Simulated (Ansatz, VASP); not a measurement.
**One calculation of Mo, two programs**

File INCAR:

```
SYSTEM = Mo
PREC = Accurate ; ENCUT = 520
EDIFF = 1E-6 ; ISMEAR = 0
SIGMA = 0.1 ; LREAL = .FALSE.
LASPH = .TRUE. ; NELM = 60
ALGO = Normal ; ISIF = 2
LWAVE = .FALSE. ; LCHARG = .TRUE.
GGA = PE ; LELF = .TRUE.
LVHAR = .TRUE. ; NBANDS = 13
```

Contents of KPOINTS:

```
regular mesh
0
G
  18 18 18
  0 0 0
```

Contents of POSCAR:

```
Mo
1.0
    0.0000000000      1.9586606000      1.9586606000
    1.9586606000      0.0000000000      1.9586606000
    1.9586606000      1.9586606000      0.0000000000
Mo
1
Direct
    0.0000000000      0.0000000000      0.0000000000
```

Input for Ansatz:

```yaml
crystal:
  lattice:
    - [0.0, 1.9586606, 1.9586606]
    - [1.9586606, 0.0, 1.9586606]
    - [1.9586606, 1.9586606, 0.0]
  atoms:
    - { symbol: Mo, position: [0.0, 0.0, 0.0] }
basis:
  ecutwfc: 420
kpoints:
  mp_grid: { grid: [18, 18, 18] }
hamiltonian:
  xc: pbe
scf:
  occupations: { method: gaussian, width: 0.1 }
output:
  forces: true
  stress: true
  eigenvalues: true
  populations: true
```

Alike in both runs: task single point; functional PBE; k mesh 18 × 18 × 18; occupations gaussian, width 0.1 eV; no spin polarisation.

|  | VASP | Ansatz |
| --- | --- | --- |
| version | VASP 6.6.1 | Ansatz 0.2.0 |
| potentials or method | VASP PAW PBE potentials, release 64 (Mo_sv), cutoff 520 eV | scalar-relativistic, plane waves, PAW |
| valence electrons in the cell | 14 | 14 |

|  | VASP | Ansatz | Ansatz less VASP |
| --- | --- | --- | --- |
| gap on the k mesh at the Fermi level (eV) | none | none | - |
| pressure (GPa) | 18.1 | 17.5 | -0.62 |

A gap of «none» marks a metal or a gap that the smearing closes. The functional is the same, so the differences come from potentials, cutoffs and numerics.
